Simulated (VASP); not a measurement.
Wanted: the native input for a VASP 6.6.1 run.

```
Task                   : electric field gradients
Functional             : LDA
Potentials or basis    : VASP PAW LDA potentials, release 64 (Ba_sv, Ti_sv, O_h)
Cutoff                 : 1000 eV
k mesh                 : 8 × 8 × 8
Occupations            : fermi-dirac, width 0.05 eV
Spin                   : no spin polarisation
Dipole correction      : no
Further INCAR settings : ALGO = Normal; EDIFF = 1e-08; NBANDS = 28
```

The structure of BaTiO3 lies in POSCAR:

```
BaTiO3
1.0
    4.0600336789      0.0000000000      0.0000000000
    0.0000000000      4.0600336789      0.0000000000
    0.0000000000      0.0000000000      4.0600336789
Ba Ti O
1 1 3
Direct
    0.5000000000      0.5000000000      0.5000000000
    0.0000000000      0.0000000000      0.0000000000
    0.5000000000      0.0000000000      0.0000000000
    0.0000000000      0.5000000000      0.0000000000
    0.0000000000      0.0000000000      0.5000000000
```

These files were run (other wordings do the same):

INCAR

```
PREC = Accurate
ENCUT = 1000
EDIFF = 1E-8
ISMEAR = -1
SIGMA = 0.05
LREAL = F
LASPH = T
NELM = 120
ALGO = Normal
ISIF = 2
LWAVE = F
LCHARG = F
LEFG = T
NBANDS = 28
GGA_COMPAT = F
```

KPOINTS

```
Automatic mesh
0
Gamma
  8 8 8
```

Potentials or basis: VASP PAW LDA potentials, release 64 (Ba_sv, Ti_sv, O_h).

Command:

```bash
$ cat potpaw_LDA.64/Ba_sv/POTCAR potpaw_LDA.64/Ti_sv/POTCAR potpaw_LDA.64/O_h/POTCAR > POTCAR
$ mpirun -np 1 vasp_std > vasp.out
```

It gave:

```json
{"Pressure": "-13.0 GPa", "Band gap on the k mesh": "1.58 eV (least direct gap 1.76 eV)", "Largest electric field gradient by atom": "Ba +0.0; Ti +0.0; O +25.1 V/Å²"}
```

Caveat: the cell stands under tension; without QUAD_EFG the Cq values of the log hold for a quadrupole moment of 1 mb, not for the nuclei; spin-orbit coupling is left out, which moves the levels of the heavy elements.

Wall time 2.4 min on 1 thread of Intel(R) Xeon(R) Platinum 8488C (Sapphire Rapids), with other jobs on the host, peak memory 0.33 GiB.
